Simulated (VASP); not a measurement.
LiH, 2 atoms in the cell. Symmetry: Fm-3m, No. 225, cubic system. The conventional cell has a = 4.197 Å, b = 4.197 Å, c = 4.197 Å, α = 90.00°, β = 90.00°, γ = 90.00°. Within 2.8 Å of Li (site symmetry m-3m) lie 6 H at 2.10 Å. H (site symmetry m-3m) has 6 Li at 2.10 Å within 2.8 Å.  This cell differs from its parent crystal: strain +5.0%.

* Program: VASP 6.6.1
* Task: single point
* Functional: PBE
* Potentials or basis: VASP PAW PBE potentials, release 64 (Li_sv, H)
* Cutoff: 520 eV
* k mesh: 10 × 10 × 10
* Occupations: fermi-dirac, width 0.02 eV
* Spin: no spin polarisation
* Dipole correction: no
* Further INCAR settings: ALGO = Normal; EDIFF = 1e-06; NBANDS = 9

Potentials or basis: VASP PAW PBE potentials, release 64 (Li_sv, H).

Command:

```sh
$ cat potpaw_PBE.64/Li_sv/POTCAR potpaw_PBE.64/H/POTCAR > POTCAR
$ mpirun -np 1 vasp_std > vasp.out
```

Hardware: 1 thread of Intel Xeon 8259CL (shared host).

Task: How long does it take, and how much memory?

Result: It took 9.9 s on 1 thread of Intel Xeon 8259CL (shared host), peak memory 0.13 GiB. Counts: scf iterations 10, k points 47.
